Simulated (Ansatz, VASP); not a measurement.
**SnO2 in VASP and in Ansatz**

File POSCAR:

```
SnO2
1.0
    4.7602164773      0.0000000000      0.0000000000
    0.0000000000      4.7602164773      0.0000000000
    0.0000000000      0.0000000000      3.2005650988
Sn O
2 4
Direct
    0.0000000000      0.0000000000     -0.0234333618
    0.5000000000      0.5000000000      0.5000000000
    0.3058934984      0.3058934984      0.0000000000
    0.1941065016      0.8058934984      0.5000000000
    0.6941065016      0.6941065016      0.0000000000
    0.8058934984      0.1941065016      0.5000000000
```

Contents of INCAR.step1:

```
PREC = Accurate ; ENCUT = 520
ISMEAR = 0 ; SIGMA = 0.05
LREAL = False ; LASPH = True
NELM = 80 ; NBANDS = 35
GGA = PE ; ALGO = Normal
EDIFF = 1E-4 ; LWAVE = True
LCHARG = False
```

INCAR.step2

```
PREC = Accurate ; ENCUT = 520
EDIFF = 1E-6 ; ISMEAR = 0
SIGMA = 0.05 ; LREAL = False
LASPH = True ; NELM = 80
ALGO = Normal ; ISIF = 2
LWAVE = False ; LCHARG = False
METAGGA = R2SCAN ; LMIXTAU = True
NBANDS = 35 ; ISTART = 1
```

The input KPOINTS:

```
regular mesh
0
Gamma
  6 6 8
```

Input for Ansatz:

```yaml
crystal:
  lattice:
    - [4.7602164794, 0.0, 0.0]
    - [0.0, 4.7602164794, 0.0]
    - [0.0, 0.0, 3.2005650981]
  atoms:
    - { symbol: Sn, position: [0.0, 0.0, -0.0234333618] }
    - { symbol: Sn, position: [0.5, 0.5, 0.5] }
    - { symbol: O, position: [0.3058934983, 0.3058934983, 0.0] }
    - { symbol: O, position: [0.1941065017, 0.8058934983, 0.5] }
    - { symbol: O, position: [0.6941065017, 0.6941065017, 0.0] }
    - { symbol: O, position: [0.8058934983, 0.1941065017, 0.5] }
basis:
  ecutwfc: 500
kpoints:
  mp_grid: { grid: [6, 6, 8] }
hamiltonian:
  xc: r2scan
scf:
  occupations: { method: gaussian, width: 0.05 }
output:
  forces: true
  stress: true
  eigenvalues: true
```

Alike in both runs: task single point; functional r2SCAN; k mesh 6 × 6 × 8; occupations gaussian, width 0.05 eV; no spin polarisation.

```csv
,VASP,Ansatz
version,VASP 6.6.1,Ansatz 0.2.0
potentials or method,"VASP PAW PBE potentials, release 64 (Sn_d, O), cutoff 520 eV","scalar-relativistic, plane waves, PAW"
valence electrons in the cell,52,52
```

|  | VASP | Ansatz | Ansatz less VASP |
| --- | --- | --- | --- |
| gap on the k mesh at the Fermi level (eV) | 1.79 | 1.77 | -0.025 |
| least direct gap on the mesh (eV) | 1.79 | 1.77 | -0.025 |
| pressure (GPa) | 1.6 | 0.5 | -1.11 |
| traceless stress, the component that is largest in VASP (GPa) | 0.59 | 0.25 | -0.344 |
| rms of the force components (eV/Å) | 0.449 | 0.428 | -0.0204 |

VASP's potentials were made for PBE, not for r2SCAN. Atom by atom the forces differ by 0.024 eV/Å (rms over components). The functional is the same, so the differences come from potentials, cutoffs and numerics.
